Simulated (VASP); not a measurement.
Input of a VASP 6.6.1 run:

INCAR

```
  PREC = Accurate
  ENCUT = 520
  EDIFF = 1E-7
  ISMEAR = 0
  SIGMA = 0.1
  LREAL = F
  LASPH = T
  NELM = 80
  ALGO = Fast
  ISIF = 2
  LWAVE = F
  LCHARG = T
  GGA = PE
  LELF = T
  LVHAR = T
  NBANDS = 11
```

File KPOINTS:

```
regular mesh
0
Gamma
  18 18 18
```

POSCAR

```
Pt
1.0
    0.0000000000      2.0047122874      2.0047122874
    2.0047122874      0.0000000000      2.0047122874
    2.0047122874      2.0047122874      0.0000000000
Pt
1
Direct
    0.0000000000      0.0000000000      0.0000000000
```

Potentials or basis: VASP PAW PBE potentials, release 64 (Pt).

Launch:

```bash
$ cat potpaw_PBE.64/Pt/POTCAR > POTCAR
$ mpirun -np 1 vasp_std > vasp.out
```

Predict the pressure.

-7.2 GPa.

Predict the band gap on the k mesh.

zero (band 5 reaches 10.46 eV, above the bottom of band 6 at 8.48 eV).

Caveat: spin-orbit coupling is left out, which moves the levels of the heavy elements.
